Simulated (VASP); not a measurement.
Set up this calculation in VASP 6.6.1, as the native input.

| Item | Value |
| --- | --- |
| Task | single point |
| Functional | PBE |
| Potentials or basis | VASP PAW PBE potentials, release 64 (Sb) |
| Cutoff | 520 eV |
| k mesh | 9 × 9 × 9 |
| Occupations | fermi-dirac, width 0.1 eV |
| Spin | no spin polarisation |
| Dipole correction | no |
| Further INCAR settings | ALGO = Normal; EDIFF = 1e-06; NBANDS = 12 |

The structure of Sb lies in POSCAR:

```
Sb
1.0
    2.1542000000      1.2437279500      3.7580000000
   -2.1542000000      1.2437279500      3.7580000000
    0.0000000000     -2.4874559000      3.7580000000
Sb
2
Direct
    0.2334900000      0.2334900000      0.2334900000
    0.7665100000      0.7665100000      0.7665100000
```

The input as run:

INCAR

```
SYSTEM = Sb
PREC = Accurate
ENCUT = 520
EDIFF = 1E-6
ISMEAR = -1
SIGMA = 0.1
LREAL = .False.
LASPH = .True.
NELM = 60
ALGO = Normal
ISIF = 2
LWAVE = .False.
LCHARG = .False.
GGA = PE
NBANDS = 12
```

KPOINTS

```
regular mesh
0
Gamma
  9 9 9
  0 0 0
```

Potentials or basis: VASP PAW PBE potentials, release 64 (Sb).

The run is started by

```bash
$ cat potpaw_PBE.64/Sb/POTCAR > POTCAR
$ mpirun -np 1 vasp_std > vasp.out
```

Results of the run:

```
Pressure               : 2.8 GPa
Largest force          : 0.237 eV/Å
Band gap on the k mesh : 0.08 eV, indirect (least direct gap 0.49 eV)
```

Caveat: spin-orbit coupling is left out, which moves the levels of the heavy elements.

It took 77 s on 1 thread of Intel Xeon 8259CL, on a shared host, peak memory 0.22 GiB.
